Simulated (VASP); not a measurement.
Co, 2 atoms in the cell. The typed cell holds 2 atoms: a = 2.487 Å, b = 2.487 Å, c = 4.063 Å, α = 90.00°, β = 90.00°, γ = 120.00°. 

```yaml
Program: VASP 6.6.1
Task: single point
Functional: PBE
Potentials_or_basis: VASP PAW PBE potentials, release 64 (Co)
Cutoff: 520 eV
k_mesh: 11 × 11 × 6
Occupations: gaussian, width 0.1 eV
Spin: collinear spin, ferromagnetic start
Starting_moments: "[2.0, 2.0] μB"
Dipole_correction: no
Further_INCAR_settings: ALGO = Fast; EDIFF = 1e-07; NBANDS = 20
```

Potentials or basis: VASP PAW PBE potentials, release 64 (Co).

The run is started by

```console
$ cat potpaw_PBE.64/Co/POTCAR > POTCAR
$ mpirun -np 1 vasp_std > vasp.out
```

Hardware: 1 thread of Intel(R) Xeon(R) Platinum 8488C (Sapphire Rapids), with other jobs on the host.

How long does it take, and how much memory?

Wall time 3.8 min on 1 thread of Intel(R) Xeon(R) Platinum 8488C (Sapphire Rapids) (shared host), peak memory 0.3 GiB. Counts: scf iterations 17, k points 364.
